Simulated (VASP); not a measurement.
# Se (I4/mmm) in VASP: a series of runs

The runs below take Se through single point, with PBEsol.

All numbers are computed with VASP 6.6.1; they aren't measurements. Logs are shortened: lines on timing, memory, paths and dates and some standing lists are left out, and cuts for length are marked.

### Step 1. The cell of the first run

It takes space group I4/mmm (No. 139, tetragonal). Conventional cell: a = 3.066 Å, b = 3.066 Å, c = 3.407 Å, α = 90.00°, β = 90.00°, γ = 90.00°. Se (site symmetry 4/mmm) has 14 Se at 2.76 to 3.41 Å within 3.6 Å.

### Step 2. Single point, PBEsol (strain -0.1000 x Voigt [1, 1, 0, 0, 0, 0])

Input file INCAR:

```
SYSTEM = Se
ALGO     = Normal         ! electronic algorithm
EDIFF    = 1E-7           ! SCF threshold, eV
ENCUT    = 520            ! plane-wave cutoff, eV
GGA      = PS             ! functional
ISIF     = 2              ! what is computed and relaxed
ISMEAR   = 0              ! smearing method
LASPH    = .True.         ! aspherical terms in the spheres
LCHARG   = .False.        ! write CHGCAR
LREAL    = .False.        ! projectors in reciprocal space
LWAVE    = .False.        ! write WAVECAR
NBANDS   = 9              ! bands
NELM     = 60             ! most SCF steps
PREC     = Accurate       ! precision mode
SIGMA    = 0.15           ! smearing width, eV
```

Input file KPOINTS:

```
k-points
0
Gamma
  20 20 20
  0 0 0
```

Input file POSCAR:

```
Se
1.0
   -1.5331037534      1.5331037534      1.7034486149
    1.5331037534     -1.5331037534      1.7034486149
    1.5331037534      1.5331037534     -1.7034486149
Se
1
Direct
    0.0000000000      0.0000000000      0.0000000000
```

Potentials or basis: VASP PAW PBE potentials, release 64 (Se).

On the command line:

```
> cat potpaw_PBE.64/Se/POTCAR > POTCAR
> mpirun -np 1 vasp_std > vasp.out
```

OUTCAR:

```text
SYSTEM = Se
   EDIFF = 1E-7
   ENCUT = 520
   GGA = PS
   ISIF = 2
   ISMEAR = 0
   LASPH = .True.
   LREAL = .False.
   NELM = 60
   PREC = Accurate

 ion  position               nearest neighbor table
   1  0.000  0.000  0.000-

  LATTYP: Found a body centered tetragonal cell.
 ALAT       =     3.0662075068
 C/A-ratio  =     1.1111111111

  Lattice vectors:

 A1 = (  -1.5331037534,   1.5331037534,   1.7034486149)
 A2 = (   1.5331037534,  -1.5331037534,   1.7034486149)
 A3 = (   1.5331037534,   1.5331037534,  -1.7034486149)

Analysis of symmetry for initial positions (statically):
=====================================================================
 Subroutine PRICEL returns:
 Original cell was already a primitive cell.

 Routine SETGRP: Setting up the symmetry group for a
 body centered tetragonal supercell.

 Subroutine GETGRP returns: Found 16 space group operations
 (whereof 16 operations were pure point group operations)
 out of a pool of 16 trial point group operations.

The static configuration has the point symmetry D_4h.

Analysis of symmetry for dynamics (positions and initial velocities):
=====================================================================
 Subroutine PRICEL returns:
 Original cell was already a primitive cell.

 Routine SETGRP: Setting up the symmetry group for a
 body centered tetragonal supercell.

 Subroutine GETGRP returns: Found 16 space group operations
 (whereof 16 operations were pure point group operations)
 out of a pool of 16 trial point group operations.

The dynamic configuration has the point symmetry D_4h.

 Subroutine INISYM returns: Found 16 space group operations
 (whereof 16 operations are pure point group operations),
 and found     1 'primitive' translations

----------------------------------------------------------------------------------------

                                     Primitive cell

  volume of cell :      16.0152

  direct lattice vectors                    reciprocal lattice vectors
    -1.533103753  1.533103753  1.703448615     0.000000000  0.326135788  0.293522209
     1.533103753 -1.533103753  1.703448615     0.326135788  0.000000000  0.293522209
     1.533103753  1.533103753 -1.703448615     0.326135788  0.326135788  0.000000000

  length of vectors
     2.757272460  2.757272460  2.757272460     0.438770827  0.438770827  0.461225654

  position of ions in fractional coordinates (direct lattice)
     0.000000000  0.000000000  0.000000000

  ion indices of the primitive-cell ions
   primitive index   ion index
                 1           1

----------------------------------------------------------------------------------------

 KPOINTS: k-points

Automatic generation of k-mesh.
 Grid dimensions read from file:
 generate k-points for:   20   20   20

 Generating k-lattice:

  Cartesian coordinates                     Fractional coordinates (reciprocal lattice)
     0.000000000  0.016306789  0.014676110     0.050000000 -0.000000000  0.000000000
     0.016306789  0.000000000  0.014676110    -0.000000000  0.050000000  0.000000000
     0.016306789  0.016306789  0.000000000     0.000000000  0.000000000  0.050000000

  Length of vectors
     0.021938541  0.021938541  0.023061283

  Shift w.r.t. Gamma in fractional coordinates (k-lattice)
     0.000000000  0.000000000  0.000000000

 Subroutine IBZKPT returns following result:
 ===========================================

 Found    641 irreducible k-points:

 Following reciprocal coordinates:
            Coordinates               Weight
  0.000000  0.000000  0.000000      1.000000
  0.050000  0.000000 -0.000000      8.000000
  0.100000  0.000000  0.000000      8.000000
  0.150000 -0.000000  0.000000      8.000000
  0.200000  0.000000  0.000000      8.000000
  0.250000  0.000000 -0.000000      8.000000
[... 16 lines left out ...]
 -0.400000  0.050000  0.000000     16.000000
 -0.350000  0.050000  0.000000     16.000000
 [... further k-points ...]
   k-points           NKPTS =    641   k-points in BZ     NKDIM =    641   number of bands    NBANDS=      9
   number of dos      NEDOS =    301   number of ions     NIONS =      1
   total plane-waves  NPLWV =  13824
   dimension x,y,z NGX =    24 NGY =   24 NGZ =   24
   dimension x,y,z NGXF=    48 NGYF=   48 NGZF=   48
   ions per type =               1
   NGX,Y,Z   is equivalent  to a cutoff of  14.47, 14.47, 14.47 a.u.
   NGXF,Y,Z  is equivalent  to a cutoff of  28.94, 28.94, 28.94 a.u.
 SYSTEM =  Se
   PREC   = accura    normal or accurate (medium, high low for compatibility)
   ISTART =      0    job   : 0-new  1-cont  2-samecut
   ICHARG =      2    charge: 1-file 2-atom 10-const
   ISPIN  =      1    spin polarized calculation?
   LNONCOLLINEAR =      F non collinear calculations
   LSORBIT =      F    spin-orbit coupling
   LASPH  =      T    aspherical Exc in radial PAW
   ENCUT  =  520.0 eV  38.22 Ry    6.18 a.u.   5.13  5.13  5.13*2*pi/ulx,y,z
   NELM   =     60;   NELMIN=  2; NELMDL= -5     # of ELM steps
   EDIFF  = 0.1E-06   stopping-criterion for ELM
   LREAL  =      F    real-space projection
   EDIFFG = 0.1E-05   stopping-criterion for IOM
   NSW    =      0    number of steps for IOM
   IBRION =     -1    ionic relax: 0-MD 1-quasi-New 2-CG
   NFREE  =      0    steps in history (QN), initial steepest desc. (CG)
   ISIF   =      2    stress and relaxation
   ISYM   =      2    0-nonsym 1-usesym 2-fastsym
   POTIM  = 0.5000    time-step for ionic-motion
   TEBEG  =    0.0;   TEEND  =   0.0 temperature during run
   PSTRESS=    0.0 pullay stress
   NELECT =       6.0000    total number of electrons
   NUPDOWN=      -1.0000    fix difference up-down
   EMIN   =  10.00;   EMAX   =-10.00  energy-range for DOS
   EFERMI =   0.00;   METHOD = LEGACY
   ISMEAR =     0;   SIGMA  =   0.15  broadening in eV -4-tet -1-fermi 0-gaus
   EFERMI_NEDOS =   21; number of points for ismear=-14 and -15
   IALGO  =     38    algorithm
   IMIX   =      4    mixing-type and parameters
     AMIX     =   0.40;   BMIX     =  1.00
     AMIX_MAG =   1.60;   BMIX_MAG =  1.00
  volume/ion in A,a.u.               =      16.02       108.08
  Fermi-wavevector in a.u.,A,eV,Ry     =   1.180179  2.230215 18.950499  1.392822
  Thomas-Fermi vector in A             =   2.316476
   LORBIT       =      0    0 simple, 1 ext, 2 COOP (PROOUT), +10 PAW based schemes
   GGA     = PS    functional components
   LHFCALC =     F    Hartree Fock is set to
   AEXX    =    0.0000 exact exchange contribution
   IVDW    =     0    specifies the selected vdW correction
   LEPSILON=     F    determine dielectric tensor
   LRPA    =     F    only Hartree local field effects (RPA)
 non-spin polarized calculation
 Gauss-broadening in eV      SIGMA  =   0.15
  energy-cutoff  :      520.00
  volume of cell :       16.02
 maximum number of plane-waves:       442
 NGX is ok and might be reduce to    24
   NGX = 11   NGY = 11   NGZ = 11

 number of electron       6.0000001 magnetization

 Free energy of the ion-electron system (eV)
  ---------------------------------------------------
  ext. energy  EPLUGINS =         0.00000000
  ---------------------------------------------------
  free energy    TOTEN  =        -3.15867159 eV

  energy without entropy =       -3.15269750  energy(sigma->0) =       -3.15568454

 E-fermi :   8.6843     XC(G=0): -11.8269

 val. band max:        8.6748891963   @ k =  -0.3500   0.1500   0.0000
 cond. band min:       8.6852987590   @ k =   0.3000   0.3000   0.0500
 fundamental gap:      0.0104095627
 Fermi energy:         8.6842528326

 k-point     1 :       0.0000    0.0000    0.0000
  band No.  band energies     occupation
      1      -9.9763      2.00000
      2      12.8816      0.00000
      3      13.0909      0.00000
      4      13.0909      0.00000
      5      20.9991      0.00000
      6      20.9991      0.00000
      7      23.2422      0.00000
      8      23.3673      0.00000
      9      23.4690      0.00000

 k-point     2 :       0.0500    0.0000   -0.0000
  band No.  band energies     occupation
      1      -9.9098      2.00000
      2      12.4820      0.00000
      3      12.9331      0.00000
      4      12.9736      0.00000
      5      20.9428      0.00000
      6      21.0783      0.00000
      7      23.0072      0.00000
      8      23.2204      0.00000
      9      23.5324      0.00000

 k-point     3 :       0.1000    0.0000    0.0000
  band No.  band energies     occupation
      1      -9.7107      2.00000
      2      11.2439      0.00000
      3      12.5175      0.00000
      4      12.8878      0.00000
      5      20.4744      0.00000
      6      20.9758      0.00000
      7      22.7884      0.00000
      8      23.3457      0.00000
      9      24.2243      0.00000

 k-point     4 :       0.1500   -0.0000    0.0000
  band No.  band energies     occupation
      1      -9.3808      2.00000
      2       9.6008      0.00000
      3      11.9618      0.00000
      4      12.7757      0.00000
      5      19.6834      0.00000
      6      20.4252      0.00000
      7      22.9999      0.00000
      8      24.0798      0.00000
      9      24.2195      0.00000

 k-point     5 :       0.2000    0.0000    0.0000
  band No.  band energies     occupation
      1      -8.9233      2.00000
      2       7.8073      2.00000
      3      11.3681      0.00000
      4      12.6359      0.00000
      5      18.8784      0.00000
      6      19.7301      0.00000
      7      23.1823      0.00000
      8      24.0717      0.00000
      9      25.5688      0.00000

 k-point     6 :       0.2500    0.0000   -0.0000
  band No.  band energies     occupation
      1      -8.3446      2.00000
      2       5.9975      2.00000
      3      10.8028      0.00000
      4      12.4811      0.00000
      5      18.1583      0.00000
      6      19.0687      0.00000
      7      23.1952      0.00000
      8      24.6267      0.00000
      9      27.1976      0.00000
[... 169 lines left out ...]
 k-point    21 :       0.5000    0.0500   -0.0000
  band No.  band energies     occupation
      1      -5.0964      2.00000
      2      -0.1585      2.00000
      3       9.0650      0.00033
      4      11.6603      0.00000
      5      16.7948      0.00000
      6      17.8374      0.00000
      7      24.1609      0.00000
      8      27.1868      0.00000
      9      29.9821      0.00000

 k-point    22 :      -0.4500    0.0500    0.0000
  band No.  band energies     occupation
      1      -5.6197      2.00000
      2       0.6005      2.00000
      3       9.2134      0.00000
      4      11.6973      0.00000
      5      16.9272      0.00000
      6      17.9031      0.00000
      7      23.4691      0.00000
      8      27.9434      0.00000
      9      30.2124      0.00000

 k-point    23 :      -0.4000    0.0500    0.0000
  band No.  band energies     occupation
      1      -6.3883      2.00000
      2       1.8503      2.00000
      3       9.4829      0.00000
      4      11.7846      0.00000
      5      17.1931      0.00000
      6      18.0846      0.00000
      7      22.9419      0.00000
      8      27.8917      0.00000
      9      30.0210      0.00000

 k-point    24 :      -0.3500    0.0500    0.0000
  band No.  band energies     occupation
      1      -7.1868      2.00000
      2       3.3655      2.00000
      3       9.8676      0.00000
      4      11.9123      0.00000
      5      17.5889      0.00000
      6      18.3803      0.00000
      7      22.6008      0.00000
      8      27.0261      0.00000
      9      28.9552      0.00000

 [... further k-points ...]

------------------------ aborting loop because EDIFF is reached ----------------------------------------

  FORCE on cell =-STRESS in cart. coord.  units (eV):
  Direction    XX          YY          ZZ          XY          YZ          ZX
  --------------------------------------------------------------------------------------
  -------------------------------------------------------------------------------------
  Total        2.6840925      2.6840925      1.8908195      0.0000000     -0.0000000      0.0000000
  in kB      268.5195665    268.5195665    189.1596651      0.0000000     -0.0000000      0.0000000
  external PRESSURE =     242.0662660 kB  Pullay stress =       0.0000000 kB

 VOLUME and BASIS-vectors are now :
 -----------------------------------------------------------------------------
  energy-cutoff  :      520.00
  volume of cell :       16.02
      direct lattice vectors                 reciprocal lattice vectors
    -1.533103753  1.533103753  1.703448615     0.000000000  0.326135788  0.293522209
     1.533103753 -1.533103753  1.703448615     0.326135788  0.000000000  0.293522209
     1.533103753  1.533103753 -1.703448615     0.326135788  0.326135788  0.000000000

 POSITION                                       TOTAL-FORCE (eV/Angst)
 -----------------------------------------------------------------------------------
      0.00000      0.00000      0.00000         0.000000      0.000000     -0.000000
 -----------------------------------------------------------------------------------
    total drift:                                0.000000      0.000000      0.000000

  FREE ENERGIE OF THE ION-ELECTRON SYSTEM (eV)
  ---------------------------------------------------
  free  energy   TOTEN  =        -3.1586715852 eV

  energy  without entropy=       -3.1526974976  energy(sigma->0) =       -3.15568454
```

Run time: 42 s. Hardware: 1 thread of Intel Xeon Platinum 8375C at 2.90GHz (Ice Lake), shared host; peak memory 0.21 GiB.

What came out:

```
Free energy            : -3.1587 eV
Pressure               : 24.2 GPa
Band gap on the k mesh : zero (bands 3 and 4 overlap by 9.18 eV)
```

Caveat: the cell differs from its parent crystal (strain -0.1000 x Voigt [1, 1, 0, 0, 0, 0]); the stress differs along the axes, from 19 to 27 GPa; the PAW data sets were made with another functional, which shifts forces and pressure a little.

### Step 3. Single point, PBEsol (strain +0.0750 x Voigt [1, 1, 0, 0, 0, 0])

Input file INCAR:

```
PREC = Accurate ; ENCUT = 520
EDIFF = 1E-6 ; ISMEAR = 0
SIGMA = 0.15 ; LREAL = F
LASPH = T ; NELM = 100
ALGO = Normal ; ISIF = 2
LWAVE = F ; LCHARG = F
GGA = PS ; NBANDS = 9
```

Input file KPOINTS:

```
Automatic mesh
0
Gamma
  20 20 20
```

Input file POSCAR:

```
Se
1.0
   -1.8312072610      1.8312072610      1.7034486149
    1.8312072610     -1.8312072610      1.7034486149
    1.8312072610      1.8312072610     -1.7034486149
Se
1
Direct
    0.0000000000      0.0000000000      0.0000000000
```

Potentials or basis: VASP PAW PBE potentials, release 64 (Se).

On the command line:

```
> cat potpaw_PBE.64/Se/POTCAR > POTCAR
> mpirun -np 1 vasp_std > vasp.out
```

It took 38 s on 1 thread of Intel Xeon Platinum 8375C at 2.90GHz (Ice Lake), shared host; peak memory 0.24 GiB.

The run converged. Its results:

```yaml
Free_energy: -3.2579 eV
Pressure: -9.8 GPa
Band_gap_on_the_k_mesh: zero (bands 3 and 4 overlap by 5.37 eV)
```

Stress tensor (GPa, compression positive):
```
-11.00   0.00   0.00
  0.00 -11.00   0.00
  0.00   0.00  -7.27
```

Levels at points of the mesh, in eV from the Fermi level:
| k point | band 1 | band 2 | band 3 | band 4 | band 5 | band 6 |
| --- | --- | --- | --- | --- | --- | --- |
| (0.00, 0.00, 0.00) | -15.16 | 2.36 | 2.36 | 2.57 | 9.55 | 11.30 |
| (0.50, 0.00, 0.00) | -12.30 | -5.71 | -0.17 | 1.52 | 6.51 | 8.05 |
| (0.50, 0.50, 0.00) | -12.58 | -5.85 | 0.39 | 2.21 | 7.29 | 9.27 |
| (0.50, 0.50, 0.50) | -10.64 | -3.12 | -3.12 | -2.06 | 4.24 | 4.87 |

Caveat: the cell differs from its parent crystal (strain +0.0750 x Voigt [1, 1, 0, 0, 0, 0]); the cell stands under tension; the PAW data sets were made with another functional, which shifts forces and pressure a little.
